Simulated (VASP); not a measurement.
# Zr3S2 (R32) in VASP: further runs

The runs below take Zr3S2 through single point, relaxation of cell and atoms, with PBE.

Program: VASP 6.6.1. These are calculated values, not measurements. Logs are shortened: lines on timing, memory, paths and dates and some standing lists are left out, and cuts for length are marked.

**1. The cell of the first run**

It takes space group R32 (No. 155, trigonal). The conventional cell has a = 5.805 Å, b = 5.805 Å, c = 10.463 Å, α = 90.00°, β = 90.00°, γ = 120.00°. Zr (site symmetry 2) has 4 S at 2.61 to 2.62 Å and 8 Zr at 3.32 to 3.49 Å within 3.5 Å. S (site symmetry 3) has 6 Zr at 2.61 to 2.62 Å and 4 S at 3.35 to 3.45 Å within 3.5 Å.

**2. Single point, PBE**

Contents of INCAR:

```
PREC     = Accurate       # precision mode
ENCUT    = 520            # plane-wave cutoff, eV
EDIFF    = 1E-7           # SCF threshold, eV
ISMEAR   = 0              # smearing method
SIGMA    = 0.1            # smearing width, eV
LREAL    = False          # projectors in reciprocal space
LASPH    = True           # aspherical terms in the spheres
NELM     = 60             # most SCF steps
ALGO     = Normal         # electronic algorithm
ISIF     = 2              # what is computed and relaxed
LWAVE    = False          # write WAVECAR
LCHARG   = False          # write CHGCAR
GGA      = PE             # functional
NBANDS   = 32             # bands
```

Contents of KPOINTS:

```
Automatic mesh
0
Gamma
  6 6 6
```

Contents of POSCAR:

```
Zr3S2
1.0
    2.9025379727      1.6757810799      3.4877732718
   -2.9025379727      1.6757810799      3.4877732718
    0.0000000000     -3.3515621597      3.4877732718
Zr S
3 2
Direct
    0.1612730000      0.8387270000      0.5000000000
    0.5000000000      0.1612730000      0.8387270000
    0.8387270000      0.5000000000      0.1612730000
    0.3349770000      0.3349770000      0.3349770000
    0.6650230000      0.6650230000      0.6650230000
```

Potentials or basis: VASP PAW PBE potentials, release 64 (Zr_sv, S).

The run is started by

```console
> cat potpaw_PBE.64/Zr_sv/POTCAR potpaw_PBE.64/S/POTCAR > POTCAR
> mpirun -np 1 vasp_std > vasp.out
```

OUTCAR:

```text
PREC = Accurate
   ENCUT = 520
   EDIFF = 1E-7
   ISMEAR = 0
   LREAL = False
   LASPH = True
   NELM = 60
   ISIF = 2
   GGA = PE

 ion  position               nearest neighbor table
   1  0.161  0.839  0.500-   4 2.61   5 2.61   5 2.62   4 2.62   2 3.32   3 3.32   3 3.32   2 3.32
                             3 3.41   2 3.41   2 3.49   3 3.49
   2  0.500  0.161  0.839-   4 2.61   5 2.61   4 2.62   5 2.62   1 3.32   1 3.32   3 3.32   3 3.32
                             3 3.41   1 3.41   1 3.49   3 3.49
   3  0.839  0.500  0.161-   5 2.61   4 2.61   5 2.62   4 2.62   1 3.32   1 3.32   2 3.32   2 3.32
                             2 3.41   1 3.41   1 3.49   2 3.49
   4  0.335  0.335  0.335-   2 2.61   3 2.61   1 2.61   2 2.62   1 2.62   3 2.62
   5  0.665  0.665  0.665-   3 2.61   2 2.61   1 2.61   3 2.62   1 2.62   2 2.62

  LATTYP: Found a trigonal (rhomboedric) cell.
 ALAT       =     4.8370994724
 COS(alpha) =     0.2798619160

  Lattice vectors:

 A1 = (   2.9025379727,   1.6757810799,   3.4877732718)
 A2 = (  -2.9025379727,   1.6757810799,   3.4877732718)
 A3 = (   0.0000000000,  -3.3515621597,   3.4877732718)

Analysis of symmetry for initial positions (statically):
=====================================================================
 Subroutine PRICEL returns:
 Original cell was already a primitive cell.

 Routine SETGRP: Setting up the symmetry group for a
 trigonal (rhombohedral) supercell.

 Subroutine GETGRP returns: Found  6 space group operations
 (whereof  6 operations were pure point group operations)
 out of a pool of 12 trial point group operations.

The static configuration has the point symmetry D_3 .

Analysis of symmetry for dynamics (positions and initial velocities):
=====================================================================
 Subroutine PRICEL returns:
 Original cell was already a primitive cell.

 Routine SETGRP: Setting up the symmetry group for a
 trigonal (rhombohedral) supercell.

 Subroutine GETGRP returns: Found  6 space group operations
 (whereof  6 operations were pure point group operations)
 out of a pool of 12 trial point group operations.

The dynamic configuration has the point symmetry D_3 .

 Subroutine INISYM returns: Found  6 space group operations
 (whereof  6 operations are pure point group operations),
 and found     1 'primitive' translations

----------------------------------------------------------------------------------------

                                     Primitive cell

[... 92 lines left out ...]
   LSORBIT =      F    spin-orbit coupling
   LASPH  =      T    aspherical Exc in radial PAW
   ENCUT  =  520.0 eV  38.22 Ry    6.18 a.u.   8.99  8.99  8.99*2*pi/ulx,y,z
   NELM   =     60;   NELMIN=  2; NELMDL= -5     # of ELM steps
   EDIFF  = 0.1E-06   stopping-criterion for ELM
   LREAL  =      F    real-space projection
   EDIFFG = 0.1E-05   stopping-criterion for IOM
   NSW    =      0    number of steps for IOM
   IBRION =     -1    ionic relax: 0-MD 1-quasi-New 2-CG
   NFREE  =      0    steps in history (QN), initial steepest desc. (CG)
   ISIF   =      2    stress and relaxation
   ISYM   =      2    0-nonsym 1-usesym 2-fastsym
   POTIM  = 0.5000    time-step for ionic-motion
   TEBEG  =    0.0;   TEEND  =   0.0 temperature during run
   PSTRESS=    0.0 pullay stress
   NELECT =      48.0000    total number of electrons
   NUPDOWN=      -1.0000    fix difference up-down
   EMIN   =  10.00;   EMAX   =-10.00  energy-range for DOS
   EFERMI =   0.00;   METHOD = LEGACY
   ISMEAR =     0;   SIGMA  =   0.10  broadening in eV -4-tet -1-fermi 0-gaus
   EFERMI_NEDOS =   21; number of points for ismear=-14 and -15
   IALGO  =     38    algorithm
   IMIX   =      4    mixing-type and parameters
     AMIX     =   0.40;   BMIX     =  1.00
     AMIX_MAG =   1.60;   BMIX_MAG =  1.00
  volume/ion in A,a.u.               =      20.36       137.38
  Fermi-wavevector in a.u.,A,eV,Ry     =   1.274257  2.407996 22.092199  1.623731
  Thomas-Fermi vector in A             =   2.407035
   LORBIT       =      0    0 simple, 1 ext, 2 COOP (PROOUT), +10 PAW based schemes
   GGA     = PE    functional components
   LHFCALC =     F    Hartree Fock is set to
   AEXX    =    0.0000 exact exchange contribution
   IVDW    =     0    specifies the selected vdW correction
   LEPSILON=     F    determine dielectric tensor
   LRPA    =     F    only Hartree local field effects (RPA)
 non-spin polarized calculation
 Gauss-broadening in eV      SIGMA  =   0.10
  energy-cutoff  :      520.00
  volume of cell :      101.79
 maximum number of plane-waves:      2758
   NGX = 17   NGY = 17   NGZ = 17

 number of electron      47.9999998 magnetization

 Free energy of the ion-electron system (eV)
  ---------------------------------------------------
  ext. energy  EPLUGINS =         0.00000000
  ---------------------------------------------------
  free energy    TOTEN  =       -39.23575556 eV

  energy without entropy =      -39.22429225  energy(sigma->0) =      -39.23002390

 E-fermi :   8.8753     XC(G=0): -10.9100

 val. band max:        8.8553901906   @ k =   0.1667  -0.0000  -0.0000
 cond. band min:       8.8929047132   @ k =   0.5000   0.1667   0.1667
 fundamental gap:      0.0375145226
 Fermi energy:         8.8752757748

 k-point     1 :       0.0000    0.0000    0.0000
  band No.  band energies     occupation
      1     -40.2436      2.00000
      2     -40.1655      2.00000
      3     -40.1655      2.00000
      4     -18.4065      2.00000
      5     -18.4065      2.00000
      6     -18.3982      2.00000
[... 829 lines left out ...]
     31      11.8644      0.00000
     32      12.2581      0.00000

 [... further k-points ...]
[... 5 lines left out ...]
  --------------------------------------------------------------------------------------
  -------------------------------------------------------------------------------------
  Total       -0.6209070     -0.6209070     -0.4829633      0.0000000     -0.0000000      0.0000000
  in kB       -9.7733268     -9.7733268     -7.6020376      0.0000000     -0.0000000      0.0000000
  external PRESSURE =      -9.0495638 kB  Pullay stress =       0.0000000 kB

 VOLUME and BASIS-vectors are now :
 -----------------------------------------------------------------------------
  energy-cutoff  :      520.00
  volume of cell :      101.79
      direct lattice vectors                 reciprocal lattice vectors
     2.902537973  1.675781080  3.487773272     0.172263035  0.099456110  0.095571962
    -2.902537973  1.675781080  3.487773272    -0.172263035  0.099456110  0.095571962
     0.000000000 -3.351562160  3.487773272     0.000000000 -0.198912219  0.095571962

 POSITION                                       TOTAL-FORCE (eV/Angst)
 -----------------------------------------------------------------------------------
     -1.96634      0.00000      5.23166         0.053401      0.000000      0.000000
      0.98317     -1.70290      5.23166        -0.026700      0.046247      0.000000
      0.98317      1.70290      5.23166        -0.026700     -0.046247      0.000000
      0.00000      0.00000      3.50497        -0.000000      0.000000      0.017316
      0.00000      0.00000      6.95835        -0.000000     -0.000000     -0.017316
 -----------------------------------------------------------------------------------
    total drift:                               -0.000000      0.000000      0.000000

  FREE ENERGIE OF THE ION-ELECTRON SYSTEM (eV)
  ---------------------------------------------------
  free  energy   TOTEN  =       -39.2357555632 eV

  energy  without entropy=      -39.2242922464  energy(sigma->0) =      -39.23002390
```

OSZICAR:

```text
N       E                     dE             d eps       ncg     rms          rms(c)
DAV:   1     0.440885427370E+03    0.44089E+03   -0.24676E+04  2048   0.146E+03
DAV:   2    -0.456222560754E+01   -0.44545E+03   -0.42962E+03  2416   0.408E+02
DAV:   3    -0.384985449392E+02   -0.33936E+02   -0.33172E+02  3280   0.895E+01
DAV:   4    -0.411034363375E+02   -0.26049E+01   -0.25942E+01  3064   0.219E+01
DAV:   5    -0.411978811304E+02   -0.94445E-01   -0.94423E-01  2952   0.411E+00    0.229E+01
DAV:   6    -0.393080433326E+02    0.18898E+01   -0.56172E+00  2448   0.114E+01    0.103E+01
DAV:   7    -0.392435673840E+02    0.64476E-01   -0.12863E+00  3384   0.486E+00    0.355E+00
DAV:   8    -0.392389715716E+02    0.45958E-02   -0.21401E-01  2448   0.202E+00    0.665E-01
DAV:   9    -0.392353509500E+02    0.36206E-02   -0.34851E-02  2560   0.806E-01    0.297E-01
DAV:  10    -0.392357803325E+02   -0.42938E-03   -0.44592E-03  3088   0.465E-01    0.584E-02
DAV:  11    -0.392357648148E+02    0.15518E-04   -0.18187E-04  2720   0.775E-02    0.580E-02
DAV:  12    -0.392357544066E+02    0.10408E-04   -0.55486E-05  2896   0.440E-02    0.156E-02
DAV:  13    -0.392357555954E+02   -0.11888E-05   -0.39551E-06  3032   0.123E-02    0.239E-03
DAV:  14    -0.392357555632E+02    0.32223E-07   -0.10341E-07  1768   0.193E-03
   1 F= -.39235756E+02 E0= -.39230024E+02  d E =-.114633E-01
```

stdout:

```text
POSCAR found type information on POSCAR ZrS
 POSCAR found :  2 types and       5 ions
 scaLAPACK will be used
 LDA part: xc-table for (Slater+PW92), standard interpolation
 POSCAR, INCAR and KPOINTS ok, starting setup
 FFT: planning ... GRIDC
 FFT: planning ... GRID_SOFT
 FFT: planning ... GRID
 WAVECAR not read
 entering main loop
```

Run time: 43 s. Hardware: 1 thread of Intel Xeon 6975P-C (Granite Rapids), shared host; peak memory 0.24 GiB.

Results:

```yaml
Free_energy: -39.2358 eV
Pressure: -0.9 GPa
Largest_force: 0.053 eV/Å
Band_gap_on_the_k_mesh: zero (bands 24 and 25 overlap by 0.24 eV)
```

Forces in eV/Å, atoms in the order of the input:
```
Zr   0.053  0.000  0.000
Zr  -0.027  0.046  0.000
Zr  -0.027 -0.046  0.000
S    0.000  0.000  0.017
S    0.000  0.000 -0.017
```

**3. Single point, PBE**

This run uses another cell than the first one, of 20.21 Å³/atom.

Contents of INCAR:

```
SYSTEM = Zr3S2
ALGO = Normal ; EDIFF = 1E-6
ENCUT = 520 ; GGA = PE
ISIF = 2 ; ISMEAR = 0
LASPH = .TRUE. ; LCHARG = .TRUE.
LELF = .TRUE. ; LREAL = .FALSE.
LVHAR = .TRUE. ; LWAVE = .FALSE.
NBANDS = 32 ; NELM = 60
PREC = Accurate ; SIGMA = 0.1
```

Contents of KPOINTS:

```
k-points
0
G
  12 12 12
  0 0 0
```

Contents of POSCAR:

```
Zr3S2
1.0
    2.8951205749      1.6714986433      3.4804180542
   -2.8951205749      1.6714986433      3.4804180542
    0.0000000000     -3.3429972865      3.4804180542
Zr S
3 2
Direct
    0.1620778874      0.8379221126      0.5000000000
    0.5000000000      0.1620778874      0.8379221126
    0.8379221126      0.5000000000      0.1620778874
    0.3347879772      0.3347879772      0.3347879772
    0.6652120228      0.6652120228      0.6652120228
```

Potentials or basis: VASP PAW PBE potentials, release 64 (Zr_sv, S).

The run is started by

```console
> cat potpaw_PBE.64/Zr_sv/POTCAR potpaw_PBE.64/S/POTCAR > POTCAR
> mpirun -np 1 vasp_std > vasp.out
```

Run time: 3.3 min. Hardware: 1 thread of Intel Xeon 6975P-C (Granite Rapids), shared host; peak memory 0.54 GiB.

It converged, with:

```
Free energy            : -39.2376 eV
Pressure               : 0.0 GPa
Largest force          : 0.004 eV/Å
Band gap on the k mesh : zero (bands 24 and 25 overlap by 0.34 eV)
```

Forces in eV/Å, atoms in the order of the input:
```
Zr  -0.003  0.000  0.000
Zr   0.001 -0.003  0.000
Zr   0.001  0.003  0.000
S    0.000  0.000  0.004
S    0.000  0.000 -0.004
```

Levels at points of the mesh, in eV from the Fermi level:
```
           k point  band 20  band 21  band 22  band 23  band 24  band 25  band 26  band 27  band 28  band 29
(0.00, 0.00, 0.00)    -4.09    -2.61    -1.83     0.11     0.11     0.70     0.70     2.02     2.77     2.77
(0.50, 0.00, 0.00)    -3.70    -1.20    -1.12    -0.85    -0.66    -0.12     1.03     1.78     1.81     2.50
(0.50, 0.50, 0.00)    -3.75    -1.88    -1.21    -0.82    -0.28    -0.03     0.92     1.92     2.03     2.16
(0.50, 0.50, 0.50)    -4.34    -0.78    -0.38    -0.17    -0.17     0.34     0.34     1.08     1.08     2.22
```

**4. Relaxation of cell and atoms, PBE**

Contents of INCAR:

```
SYSTEM = Zr3S2
  ALGO = Normal
  EDIFF = 1E-7
  EDIFFG = -0.01
  ENCUT = 600
  GGA = PE
  IBRION = 2
  ISIF = 3
  ISMEAR = 0
  LASPH = .TRUE.
  LCHARG = .FALSE.
  LREAL = .FALSE.
  LWAVE = .FALSE.
  NELM = 100
  NSW = 100
  PREC = Accurate
  SIGMA = 0.1
```

KPOINTS is that of step 3.

Contents of POSCAR:

```
Zr3S2
1.0
    2.9025379727      1.6757810799      3.4877732718
   -2.9025379727      1.6757810799      3.4877732718
    0.0000000000     -3.3515621597      3.4877732718
Zr S
3 2
Direct
    0.1612730000      0.8387270000      0.5000000000
    0.5000000000      0.1612730000      0.8387270000
    0.8387270000      0.5000000000      0.1612730000
    0.3349770000      0.3349770000      0.3349770000
    0.6650230000      0.6650230000      0.6650230000
```

The run is started by

```console
> cat potpaw_PBE.64/Zr_sv/POTCAR potpaw_PBE.64/S/POTCAR > POTCAR
> mpirun -np 1 vasp_std > vasp.out
```

Wall time 31 min (1 thread of Intel Xeon Platinum 8259CL at 2.50GHz (Skylake/Cascade Lake), shared host); peak memory 0.65 GiB.

It converged, with:

* Free energy: -39.2379 eV
* Relaxed volume: 20.22 Å³/atom
* Relaxed cell: a = 4.827 Å, b = 4.827 Å, c = 4.827 Å, α = 73.70°, β = 73.70°, γ = 73.70°
* Space group after relaxing (to 0.1 Å): R32 (No. 155)
* Energy gained by relaxing: 0.5 meV/atom
* Ionic steps: 6
* Pressure after relaxing: 0.0 GPa
* Largest force after relaxing: 0.009 eV/Å
* Band gap on the k mesh: zero (bands 24 and 25 overlap by 0.33 eV)

Forces in eV/Å, atoms in the order of the input:
```
Zr   0.001  0.000  0.000
Zr  -0.001  0.001  0.000
Zr  -0.001 -0.001  0.000
S    0.000  0.000 -0.009
S    0.000  0.000  0.009
```

The path:
```
step  energy change (eV)  largest force (eV/Å)  pressure (GPa)  volume (Å³)
   1              0.0000                0.0656           -0.87       101.79
   2              0.0008                0.0191            1.11       100.16
   3             -0.0022                0.0274            0.03       101.03
   4             -0.0023                0.0110            0.01       101.06
   5             -0.0023                0.0134            0.00       101.07
   6             -0.0023                0.0085            0.00       101.08
```

Final structure:
```yaml
crystal:
  lattice:
    - [2.89482, 1.67132, 3.48192]
    - [-2.89482, 1.67132, 3.48192]
    - [0.00000, -3.34265, 3.48192]
  atoms:
    - { symbol: Zr, position: [0.16190, 0.83810, 0.50000] }
    - { symbol: Zr, position: [0.50000, 0.16190, 0.83810] }
    - { symbol: Zr, position: [0.83810, 0.50000, 0.16190] }
    - { symbol: S, position: [0.33497, 0.33497, 0.33497] }
    - { symbol: S, position: [0.66504, 0.66504, 0.66504] }
```

Levels at points of the mesh, in eV from the Fermi level:
```
           k point  band 22  band 23  band 24  band 25  band 26  band 27
(0.00, 0.00, 0.00)    -1.83     0.11     0.11     0.70     0.70     2.02
(0.50, 0.00, 0.00)    -1.12    -0.85    -0.66    -0.12     1.03     1.78
(0.50, 0.50, 0.00)    -1.22    -0.82    -0.28    -0.04     0.93     1.91
(0.50, 0.50, 0.50)    -0.38    -0.17    -0.17     0.34     0.34     1.08
```

**5. The runs side by side**

```csv
task,cell,k mesh,cutoff (eV),gap on the mesh (eV),pressure (GPa),largest force (eV/Å)
single point,"a = 4.837 Å, angles 73.7°, 5 atoms, atomic positions A",6 × 6 × 6,520,none,-0.9,0.05
single point,"a = 4.826 Å, angles 73.7°, 5 atoms, atomic positions B",12 × 12 × 12,520,none,0.0,-
relaxation of cell and atoms,"relaxed from a = 4.837 Å, angles 73.7°, 5 atoms, atomic positions A",12 × 12 × 12,600,none,0.0,0.01
```

Alike in all rows: level PBE; potentials or basis VASP PAW PBE potentials, release 64 (Zr_sv, S); no spin polarisation; smearing gaussian 0.1 eV.

Total energies depend on the potentials used, so only differences within one code and one set of settings carry meaning.

The gap in the log of VASP goes by the Fermi energy; the results here count the filled bands.